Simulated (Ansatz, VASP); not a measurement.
TaWC2 in VASP and in Ansatz

```xyz
4
Lattice="1.5660 0.9041 5.1002 -1.5660 0.9041 5.1002 0.0000 -1.8082 5.1002" Properties=species:S:1:pos:R:3 pbc="T T T"
Ta    0.0000    0.0000    7.6503
W     0.0000    0.0000    0.0000
C     0.0000    0.0000   11.4570
C     0.0000    0.0000    3.8437
```

Alike in both runs: functional PBE; k mesh 18 × 18 × 18; occupations gaussian, width 0.1 eV; no spin polarisation.

Ansatz relaxed the structure, and its values are those at the end. VASP's run is a single point on that final structure, the one shown.

|  | VASP | Ansatz |
| --- | --- | --- |
| version | VASP 6.6.1 | Ansatz 0.2.0 |
| potentials or method | VASP PAW PBE potentials, release 64 (Ta_pv, W_sv, C), cutoff 520 eV | scalar-relativistic, plane waves, PAW |
| valence electrons in the cell | 33 | 35 |

Ansatz gave:

| Property | Result |
| --- | --- |
| gap on the k mesh at the Fermi level (eV) | none |
| pressure (GPa) | 0.0 |
| rms of the force components (eV/Å) | 0.000 |

Problem. Which values does VASP return?

Solution. gap on the k mesh at the Fermi level (eV): none; pressure (GPa): 0.8; rms of the force components (eV/Å): 0.003.

A gap of «none» marks a metal or a gap that the smearing closes. VASP's potentials hold 33 valence electrons a cell and Ansatz's 35, so a difference there can come from the potentials and not from the codes.

Neither program's run includes spin-orbit coupling.
